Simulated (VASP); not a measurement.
A run of VASP 6.6.1 is set up as follows.

File INCAR:

```
ALGO = Normal
EDIFF = 1E-6
ENCUT = 500
GGA = PE
GGA_COMPAT = F
ISIF = 2
ISMEAR = 0
LASPH = T
LCHARG = T
LELF = T
LREAL = F
LVHAR = T
LWAVE = F
NBANDS = 12
NELM = 120
PREC = Accurate
SIGMA = 0.016
```

Contents of KPOINTS:

```
k-points
0
Gamma
  10 10 10
```

POSCAR

```
Ga
1.0
    2.7164800000      0.0000000000      0.0000000000
    0.0000000000      2.7164800000      0.0000000000
    0.0000000000      0.0000000000      2.7164800000
Ga
1
Direct
    0.0000000000      0.0000000000      0.0000000000
```

Potentials or basis: VASP PAW PBE potentials, release 64 (Ga_d).

Launch:

```console
$ cat potpaw_PBE.64/Ga_d/POTCAR > POTCAR
$ mpirun -np 1 vasp_std > vasp.out
```

(1) What does it give for the pressure?

## Answers

(1) 0.6 GPa.
